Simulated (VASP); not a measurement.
Here is a VASP 6.6.1 calculation.

File INCAR:

```
SYSTEM = TaVN2
ALGO = Normal
EDIFF = 1E-6
ENCUT = 520
GGA = PS
ISIF = 2
ISMEAR = -1
ISPIN = 2
LASPH = .TRUE.
LCHARG = .FALSE.
LMAXMIX = 4
LORBIT = 11
LREAL = .FALSE.
LWAVE = .FALSE.
MAGMOM = 0 2 0 0
NBANDS = 29
NELM = 150
PREC = Accurate
SIGMA = 0.05
```

The input KPOINTS:

```
k-points
0
G
  9 9 6
  0 0 0
```

The input POSCAR:

```
TaVN2
1.0
    3.0498670000      0.0000000000      0.0000000000
    0.0000000000      3.0498670000      0.0000000000
    0.0000000000      0.0000000000      4.2960620000
Ta V N
1 1 2
Direct
    0.0000000000      0.0000000000      0.0000000000
    0.5000000000      0.5000000000      0.5000000000
    0.5000000000      0.5000000000      0.0000000000
    0.0000000000      0.0000000000      0.5000000000
```

Potentials or basis: VASP PAW PBE potentials, release 64 (Ta_pv, V_sv, N).

The run is started by

```console
$ cat potpaw_PBE.64/Ta_pv/POTCAR potpaw_PBE.64/V_sv/POTCAR potpaw_PBE.64/N/POTCAR > POTCAR
$ mpirun -np 1 vasp_std > vasp.out
```

(1) What does it give for the net moment?

(2) What does it give for the band gap on the k mesh?

## Answers

(1) 0.00 μB per cell.

(2) zero (filled and empty bands overlap).

Caveat: the cell stands under tension; the moments typed at the start vanished in this run; spin-orbit coupling is left out, which moves the levels of the heavy elements.
